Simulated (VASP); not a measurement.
# SiC (I-4m2) in VASP: notebook, part 2 of 2

VASP 6.6.1. The steps go on from the part before.

**3. Single point, r2SCAN**

This run uses another cell than the first one, of the same volume but with other edges.

POSCAR reads:

```
SiC
1.0
    0.0000000000      1.9919499511      2.5895349364
    1.9919499511      0.0000000000      2.5895349364
    1.9919499511      1.9919499511      0.0000000000
Si C
1 1
Direct
    0.0000000000      0.0000000000      0.0000000000
    0.7500000000      0.7500000000      0.7500000000
```

INCAR.step1 reads:

```
ALGO = Normal
EDIFF = 1E-4
ENCUT = 520
GGA = PE
ISMEAR = 0
LASPH = True
LCHARG = False
LREAL = False
LWAVE = True
NBANDS = 11
NELM = 80
PREC = Accurate
SIGMA = 0.05
```

INCAR.step2 reads:

```
ALGO = Normal
EDIFF = 1E-6
ENCUT = 520
ISIF = 2
ISMEAR = 0
ISTART = 1
LASPH = True
LCHARG = False
LMIXTAU = True
LREAL = False
LWAVE = False
METAGGA = R2SCAN
NBANDS = 11
NELM = 80
PREC = Accurate
SIGMA = 0.05
```

KPOINTS reads:

```
k-points
0
Gamma
  12 12 12
```

Potentials or basis: VASP PAW PBE potentials, release 64 (Si, C).

Launch:

```sh
$ cat potpaw_PBE.64/Si/POTCAR potpaw_PBE.64/C/POTCAR > POTCAR
$ cp INCAR.step1 INCAR
$ mpirun -np 1 vasp_std > vasp.out
$ cp INCAR.step2 INCAR
$ mpirun -np 1 vasp_std > vasp.out
```

OUTCAR:

```text
EDIFF = 1E-6
   ENCUT = 520
   ISIF = 2
   ISMEAR = 0
   ISTART = 1
   LASPH = True
   LREAL = False
   METAGGA = R2SCAN
   NELM = 80
   PREC = Accurate

 ion  position               nearest neighbor table
   1  0.000  0.000  0.000-   2 1.91   2 1.91   2 1.91   2 1.91
   2  0.750  0.750  0.750-   1 1.91   1 1.91   1 1.91   1 1.91

  LATTYP: Found a body centered tetragonal cell.
 ALAT       =     2.8170426364
 C/A-ratio  =     1.8384776311

  Lattice vectors:

 A1 = (  -1.9919499511,   0.0000000000,   2.5895349364)
 A2 = (   1.9919499511,   0.0000000000,   2.5895349364)
 A3 = (   0.0000000000,   1.9919499511,  -2.5895349364)

Analysis of symmetry for initial positions (statically):
=====================================================================
 Subroutine PRICEL returns:
 Original cell was already a primitive cell.

 Routine SETGRP: Setting up the symmetry group for a
 body centered tetragonal supercell.

 Subroutine GETGRP returns: Found  8 space group operations
 (whereof  8 operations were pure point group operations)
 out of a pool of 16 trial point group operations.

The static configuration has the point symmetry D_2d.

Analysis of symmetry for dynamics (positions and initial velocities):
=====================================================================
 Subroutine PRICEL returns:
 Original cell was already a primitive cell.

 Routine SETGRP: Setting up the symmetry group for a
 body centered tetragonal supercell.

 Subroutine GETGRP returns: Found  8 space group operations
 (whereof  8 operations were pure point group operations)
 out of a pool of 16 trial point group operations.

The dynamic configuration has the point symmetry D_2d.

 Subroutine INISYM returns: Found  8 space group operations
 (whereof  8 operations are pure point group operations),
 and found     1 'primitive' translations

----------------------------------------------------------------------------------------

[... 119 lines left out ...]
   AEXX    =    0.0000 exact exchange contribution
   IVDW    =     0    specifies the selected vdW correction
   LEPSILON=     F    determine dielectric tensor
   LRPA    =     F    only Hartree local field effects (RPA)
 non-spin polarized calculation
 Gauss-broadening in eV      SIGMA  =   0.05
  energy-cutoff  :      520.00
  volume of cell :       20.55
 maximum number of plane-waves:       568
   NGX = 13   NGY = 13   NGZ = 11

 number of electron       7.9999999 magnetization

 Free energy of the ion-electron system (eV)
  ---------------------------------------------------
  ext. energy  EPLUGINS =         0.00000000
  ---------------------------------------------------
  free energy    TOTEN  =       -18.18832608 eV

  energy without entropy =      -18.18824493  energy(sigma->0) =      -18.18828551

 E-fermi :   9.5386     XC(G=0): -12.0326

 val. band max:        9.5351409712   @ k =  -0.1667   0.1667   0.0000
 cond. band min:       9.8917737063   @ k =   0.4167   0.0000   0.4167
 fundamental gap:      0.3566327351
 Fermi energy:         9.5385764126

 k-point     1 :       0.0000    0.0000    0.0000
  band No.  band energies     occupation
      1      -8.0599      2.00000
      2       6.4668      2.00000
      3       9.2870      2.00000
      4       9.2870      2.00000
      5      13.4097      0.00000
      6      16.1800      0.00000
      7      16.1800      0.00000
      8      16.2775      0.00000
      9      19.6710      0.00000
     10      22.2777      0.00000
     11      26.0526      0.00000
[... 309 lines left out ...]
 k-point    24 :      -0.4167    0.1667    0.0000
  band No.  band energies     occupation
      1      -3.9017      2.00000
      2      -0.2997      2.00000
      3       3.1948      2.00000
      4       8.8201      2.00000
      5      13.2591      0.00000
      6      16.7813      0.00000
      7      19.2252      0.00000
      8      19.9175      0.00000
      9      24.4112      0.00000
     10      24.9383      0.00000
     11      27.8836      0.00000

 [... further k-points ...]

------------------------ aborting loop because EDIFF is reached ----------------------------------------

  FORCE on cell =-STRESS in cart. coord.  units (eV):
  Direction    XX          YY          ZZ          XY          YZ          ZX
  --------------------------------------------------------------------------------------
  -------------------------------------------------------------------------------------
  Total        4.7122883      4.7122883     -9.9926590      0.0000000      0.0000000      0.0000000
  in kB      367.3954913    367.3954913   -779.0817572      0.0000000      0.0000000      0.0000000
  external PRESSURE =     -14.7635915 kB  Pullay stress =       0.0000000 kB

 VOLUME and BASIS-vectors are now :
 -----------------------------------------------------------------------------
  energy-cutoff  :      520.00
  volume of cell :       20.55
      direct lattice vectors                 reciprocal lattice vectors
     0.000000000  1.991949951  2.589534936    -0.251010323  0.251010323  0.193084864
     1.991949951  0.000000000  2.589534936     0.251010323 -0.251010323  0.193084864
     1.991949951  1.991949951  0.000000000     0.251010323  0.251010323 -0.193084864

 POSITION                                       TOTAL-FORCE (eV/Angst)
 -----------------------------------------------------------------------------------
      0.00000      0.00000      0.00000         0.000000      0.000000     -0.000000
      2.98792      2.98792      3.88430        -0.000000     -0.000000      0.000000
 -----------------------------------------------------------------------------------
    total drift:                                0.000000      0.000000      0.000000

  FREE ENERGIE OF THE ION-ELECTRON SYSTEM (eV)
  ---------------------------------------------------
  free  energy   TOTEN  =       -18.1883260846 eV

  energy  without entropy=      -18.1882449258  energy(sigma->0) =      -18.18828551
```

OSZICAR.step1:

```text
N       E                     dE             d eps       ncg     rms          rms(c)
DAV:   1     0.527259643072E+01    0.52726E+01   -0.39288E+03  3714   0.612E+02
DAV:   2    -0.151985685469E+02   -0.20471E+02   -0.19332E+02  4558   0.108E+02
DAV:   3    -0.158574496146E+02   -0.65888E+00   -0.65770E+00  4500   0.164E+01
DAV:   4    -0.158599154943E+02   -0.24659E-02   -0.24657E-02  4135   0.126E+00
DAV:   5    -0.158599256579E+02   -0.10164E-04   -0.10163E-04  4467   0.761E-02    0.861E+00
DAV:   6    -0.140467054746E+02    0.18132E+01   -0.68090E+00  3976   0.115E+01    0.362E+00
DAV:   7    -0.140121959910E+02    0.34509E-01   -0.34547E-01  4365   0.345E+00    0.174E+00
DAV:   8    -0.140038759238E+02    0.83201E-02   -0.21254E-02  4138   0.963E-01    0.169E-01
DAV:   9    -0.140036945607E+02    0.18136E-03   -0.25931E-03  4582   0.261E-01    0.976E-02
DAV:  10    -0.140037745691E+02   -0.80008E-04   -0.19400E-04  3740   0.915E-02
   1 F= -.14003775E+02 E0= -.14003700E+02  d E =-.150013E-03
```

Wall time 40 s (1 thread of Intel Xeon 6975P-C (Granite Rapids), shared host); peak memory 0.16 GiB.

Results:

* Free energy: -18.1883 eV
* Pressure: -1.5 GPa
* Band gap on the k mesh: zero (bands 4 and 5 overlap by 0.10 eV)

Caveat: the stress differs along the axes, from -78 to 37 GPa; semilocal functionals underestimate gaps, and a narrow one can read as zero; the PAW data sets were made with another functional, which shifts forces and pressure a little.

**4. Single point, r2SCAN**

This run uses another cell than the first one, of the same volume but with other edges.

POSCAR reads:

```
SiC
1.0
    0.0000000000      2.2352714132      2.0564497001
    2.2352714132      0.0000000000      2.0564497001
    2.2352714132      2.2352714132      0.0000000000
Si C
1 1
Direct
    0.0000000000      0.0000000000      0.0000000000
    0.7500000000      0.7500000000      0.7500000000
```

INCAR.step1 reads:

```
SYSTEM = SiC
ALGO = Normal
EDIFF = 1E-4
ENCUT = 520
GGA = PE
ISMEAR = 0
LASPH = .True.
LCHARG = .False.
LREAL = .False.
LWAVE = .True.
NBANDS = 11
NELM = 100
PREC = Accurate
SIGMA = 0.05
```

INCAR.step2 reads:

```
SYSTEM = SiC
ALGO = Normal
EDIFF = 1E-7
ENCUT = 520
ISIF = 2
ISMEAR = 0
ISTART = 1
LASPH = .True.
LCHARG = .False.
LMIXTAU = .True.
LREAL = .False.
LWAVE = .False.
METAGGA = R2SCAN
NBANDS = 11
NELM = 100
PREC = Accurate
SIGMA = 0.05
```

KPOINTS reads:

```
k-points
0
Gamma
  12 12 12
  0 0 0
```

Launch:

```sh
$ cat potpaw_PBE.64/Si/POTCAR potpaw_PBE.64/C/POTCAR > POTCAR
$ cp INCAR.step1 INCAR
$ mpirun -np 1 vasp_std > vasp.out
$ cp INCAR.step2 INCAR
$ mpirun -np 1 vasp_std > vasp.out
```

It took 48 s on 1 thread of Intel Xeon 6975P-C (Granite Rapids), shared host; peak memory 0.16 GiB.

It converged, with:

| Property | Result |
| --- | --- |
| Free energy | -19.2522 eV |
| Pressure | 0.6 GPa |
| Band gap on the k mesh | 0.89 eV (least direct gap 4.98 eV) |

Stress tensor (GPa, compression positive):
```
-5.99  0.00  0.00
 0.00 -5.99  0.00
 0.00  0.00 13.72
```

Levels at points of the mesh, in eV from the valence-band top:
| k point | band 2 | band 3 | band 4 | band 5 | band 6 | band 7 |
| --- | --- | --- | --- | --- | --- | --- |
| (0.00, 0.00, 0.00) | -0.52 | -0.52 | 0.00 | 6.52 | 7.39 | 7.66 |
| (0.50, 0.00, 0.00) | -9.21 | -1.96 | -0.99 | 5.23 | 6.79 | 8.57 |
| (0.50, 0.50, 0.00) | -7.70 | -4.31 | -4.31 | 0.89 | 3.48 | 14.58 |
| (0.50, 0.00, 0.50) | -8.78 | -3.41 | -3.30 | 1.68 | 5.01 | 13.57 |

Caveat: the stress differs along the axes, from -6 to 14 GPa; the PAW data sets were made with another functional, which shifts forces and pressure a little. A k mesh can miss the band edges.

**5. Single point, r2SCAN**

This run uses another cell than the first one, of the same volume but with other edges.

POSCAR reads:

```
SiC
1.0
    0.0000000000      2.1060175116      2.3166192627
    2.1060175116      0.0000000000      2.3166192627
    2.1060175116      2.1060175116      0.0000000000
Si C
1 1
Direct
    0.0000000000      0.0000000000      0.0000000000
    0.7500000000      0.7500000000      0.7500000000
```

INCAR.step1 reads:

```
ALGO = Normal
EDIFF = 1E-4
ENCUT = 520
GGA = PE
ISMEAR = 0
LASPH = True
LCHARG = False
LREAL = False
LWAVE = True
NBANDS = 11
NELM = 80
PREC = Accurate
SIGMA = 0.05
```

INCAR.step2 reads:

```
ALGO = Normal
EDIFF = 1E-6
ENCUT = 520
ISIF = 2
ISMEAR = 0
ISTART = 1
LASPH = True
LCHARG = False
LMIXTAU = True
LREAL = False
LWAVE = False
METAGGA = R2SCAN
NBANDS = 11
NELM = 80
PREC = Accurate
SIGMA = 0.05
```

KPOINTS reads:

```
k-points
0
Gamma
  12 12 12
```

Launch:

```sh
$ cat potpaw_PBE.64/Si/POTCAR potpaw_PBE.64/C/POTCAR > POTCAR
$ cp INCAR.step1 INCAR
$ mpirun -np 1 vasp_std > vasp.out
$ cp INCAR.step2 INCAR
$ mpirun -np 1 vasp_std > vasp.out
```

It took 43 s on 1 thread of Intel Xeon 6975P-C (Granite Rapids), shared host; peak memory 0.16 GiB.

The run converged. Its results:

```
Free energy            : -19.2027 eV
Pressure               : 0.6 GPa
Band gap on the k mesh : 1.17 eV (least direct gap 4.98 eV)
```

Stress tensor (GPa, compression positive):
```
 11.33   0.00   0.00
  0.00  11.33   0.00
  0.00   0.00 -20.96
```

Levels at points of the mesh, in eV from the valence-band top:
| k point | band 1 | band 2 | band 3 | band 4 | band 5 | band 6 | band 7 | band 8 | band 9 |
| --- | --- | --- | --- | --- | --- | --- | --- | --- | --- |
| (0.00, 0.00, 0.00) | -16.54 | -0.81 | -0.02 | -0.02 | 6.51 | 7.55 | 7.55 | 7.77 | 13.18 |
| (0.50, 0.00, 0.00) | -12.87 | -9.15 | -2.06 | -0.75 | 4.85 | 7.70 | 8.25 | 10.81 | 16.67 |
| (0.50, 0.50, 0.00) | -11.91 | -9.19 | -2.90 | -2.90 | 2.08 | 5.70 | 14.65 | 15.14 | 15.14 |
| (0.50, 0.00, 0.50) | -11.14 | -7.95 | -4.05 | -3.87 | 1.17 | 3.99 | 13.07 | 15.84 | 16.21 |

Caveat: the stress differs along the axes, from -21 to 11 GPa; the PAW data sets were made with another functional, which shifts forces and pressure a little.

**6. Single point, r2SCAN**

This run uses another cell than the first one, of the same volume but with other edges.

POSCAR reads:

```
SiC
1.0
    0.0000000000      2.5096996737      1.6313047879
    2.5096996737      0.0000000000      1.6313047879
    2.5096996737      2.5096996737      0.0000000000
Si C
1 1
Direct
    0.0000000000      0.0000000000      0.0000000000
    0.7500000000      0.7500000000      0.7500000000
```

INCAR.step1 reads:

```
SYSTEM = SiC
ALGO     = Normal         ! electronic algorithm
EDIFF    = 1E-4           ! SCF threshold, eV
ENCUT    = 520            ! plane-wave cutoff, eV
GGA      = PE             ! functional
ISMEAR   = 0              ! smearing method
LASPH    = .True.         ! aspherical terms in the spheres
LCHARG   = .False.        ! write CHGCAR
LREAL    = .False.        ! projectors in reciprocal space
LWAVE    = .True.         ! write WAVECAR
NBANDS   = 11             ! bands
NELM     = 100            ! most SCF steps
PREC     = Accurate       ! precision mode
SIGMA    = 0.05           ! smearing width, eV
```

INCAR.step2 reads:

```
SYSTEM = SiC
ALGO     = Normal         ! electronic algorithm
EDIFF    = 1E-6           ! SCF threshold, eV
ENCUT    = 520            ! plane-wave cutoff, eV
ISIF     = 2              ! what is computed and relaxed
ISMEAR   = 0              ! smearing method
ISTART   = 1            
LASPH    = .True.         ! aspherical terms in the spheres
LCHARG   = .False.        ! write CHGCAR
LMIXTAU  = .True.       
LREAL    = .False.        ! projectors in reciprocal space
LWAVE    = .False.        ! write WAVECAR
METAGGA  = R2SCAN         ! meta-GGA
NBANDS   = 11             ! bands
NELM     = 100            ! most SCF steps
PREC     = Accurate       ! precision mode
SIGMA    = 0.05           ! smearing width, eV
```

KPOINTS reads:

```
k-points
0
Gamma
  12 12 12
  0 0 0
```

Potentials or basis: VASP PAW PBE potentials, release 64 (Si, C).

Launch:

```sh
$ cat potpaw_PBE.64/Si/POTCAR potpaw_PBE.64/C/POTCAR > POTCAR
$ cp INCAR.step1 INCAR
$ mpirun -np 1 vasp_std > vasp.out
$ cp INCAR.step2 INCAR
$ mpirun -np 1 vasp_std > vasp.out
```

Run time: 49 s. Hardware: 1 thread of Intel Xeon 6975P-C (Granite Rapids), shared host; peak memory 0.16 GiB.

It converged, with:

```
Free energy            : -17.9458 eV
Pressure               : -11.5 GPa
Band gap on the k mesh : zero (bands 4 and 5 overlap by 2.25 eV)
```

Stress tensor (GPa, compression positive):
```
-32.00   0.00   0.00
  0.00 -32.00   0.00
  0.00   0.00  29.57
```

Levels at points of the mesh, in eV from the Fermi level:
```csv
k point,band 2,band 3,band 4,band 5,band 6,band 7
"(0.00, 0.00, 0.00)",-1.24,-1.24,0.94,4.93,7.35,8.52
"(0.50, 0.00, 0.00)",-9.40,-3.65,-1.03,1.65,4.29,9.76
"(0.50, 0.50, 0.00)",-6.72,-6.72,-4.94,-1.03,0.61,13.29
"(0.50, 0.00, 0.50)",-10.60,-1.85,-1.43,3.86,7.35,8.86
```

Caveat: the stress differs along the axes, from -32 to 30 GPa; the PAW data sets were made with another functional, which shifts forces and pressure a little.

**7. Single point, r2SCAN**

This run uses another cell than the first one, of the same volume but with other edges.

POSCAR reads:

```
SiC
1.0
    0.0000000000      1.8991639303      2.8487458955
    1.8991639303      0.0000000000      2.8487458955
    1.8991639303      1.8991639303      0.0000000000
Si C
1 1
Direct
    0.0000000000      0.0000000000      0.0000000000
    0.7500000000      0.7500000000      0.7500000000
```

INCAR.step1 reads:

```
  ALGO = Normal
  EDIFF = 1E-4
  ENCUT = 520
  GGA = PE
  ISMEAR = 0
  LASPH = True
  LCHARG = False
  LREAL = False
  LWAVE = True
  NBANDS = 11
  NELM = 80
  PREC = Accurate
  SIGMA = 0.05
```

INCAR.step2 reads:

```
  ALGO = Normal
  EDIFF = 1E-7
  ENCUT = 520
  ISIF = 2
  ISMEAR = 0
  ISTART = 1
  LASPH = True
  LCHARG = True
  LELF = True
  LMIXTAU = True
  LREAL = False
  LVHAR = True
  LWAVE = False
  METAGGA = R2SCAN
  NBANDS = 11
  NELM = 80
  PREC = Accurate
  SIGMA = 0.05
```

KPOINTS reads:

```
k-points
0
Gamma
  12 12 12
```

Launch:

```sh
$ cat potpaw_PBE.64/Si/POTCAR potpaw_PBE.64/C/POTCAR > POTCAR
$ cp INCAR.step1 INCAR
$ mpirun -np 1 vasp_std > vasp.out
$ cp INCAR.step2 INCAR
$ mpirun -np 1 vasp_std > vasp.out
```

Wall time 66 s (1 thread of Intel Xeon 6975P-C (Granite Rapids), shared host); peak memory 0.16 GiB.

It converged, with:

- Free energy: -16.4516 eV
- Pressure: -0.3 GPa
- Band gap on the k mesh: zero (bands 4 and 5 overlap by 1.45 eV)

Stress tensor (GPa, compression positive):
```
 47.57   0.00   0.00
  0.00  47.57   0.00
  0.00   0.00 -95.91
```

Levels at points of the mesh, in eV from the Fermi level:
```tsv
k point	band 1	band 2	band 3	band 4	band 5	band 6	band 7	band 8
(0.00, 0.00, 0.00)	-18.04	-4.85	0.21	0.21	0.46	6.06	6.82	6.82
(0.50, 0.00, 0.00)	-13.93	-10.47	-5.45	-1.24	0.58	7.96	9.78	10.36
(0.50, 0.50, 0.00)	-14.61	-13.12	-1.39	-1.39	3.30	7.95	8.88	13.17
(0.50, 0.00, 0.50)	-11.36	-7.75	-6.22	-5.28	-0.64	1.16	6.07	10.40
```

Caveat: the stress differs along the axes, from -96 to 48 GPa; the PAW data sets were made with another functional, which shifts forces and pressure a little.

**8. Overview**

| cell | gap on the mesh (eV) | pressure (GPa) |
| --- | --- | --- |
| a = 2.995, b = 2.995, c = 3.340 Å, angles 56.1, 56.1, 67.8°, 2 atoms | none | -3.9 |
| a = 3.267, b = 3.267, c = 2.817 Å, angles 64.5, 64.5, 51.1°, 2 atoms | none | -1.5 |
| a = 3.037, b = 3.037, c = 3.161 Å, angles 58.6, 58.6, 62.7°, 2 atoms | 0.89 | 0.6 |
| a = 3.131, b = 3.131, c = 2.978 Å, angles 61.6, 61.6, 56.8°, 2 atoms | 1.17 | 0.6 |
| a = 2.993, b = 2.993, c = 3.549 Å, angles 53.6, 53.6, 72.7°, 2 atoms | none | -11.5 |
| a = 3.424, b = 3.424, c = 2.686 Å, angles 66.9, 66.9, 46.2°, 2 atoms | none | -0.3 |

Alike in all rows: task single point; level r2SCAN; potentials or basis VASP PAW PBE potentials, release 64 (Si, C); no spin polarisation; k mesh 12 × 12 × 12; cutoff (eV) 520; smearing gaussian 0.05 eV.

Caveats: the PAW data sets were made with another functional, which shifts forces and pressure a little; semilocal functionals underestimate gaps, and a narrow one can read as zero (at least some runs); the stress differs along the axes, from -19 to 26 GPa (at least some runs); the stress differs along the axes, from -78 to 37 GPa (at least some runs); the stress differs along the axes, from -6 to 14 GPa (at least some runs); the stress differs along the axes, from -21 to 11 GPa (at least some runs); the stress differs along the axes, from -32 to 30 GPa (at least some runs).

Absolute energies hang on the potentials; compare differences alone.

The gap in the log of VASP goes by the Fermi energy; the results here count the filled bands.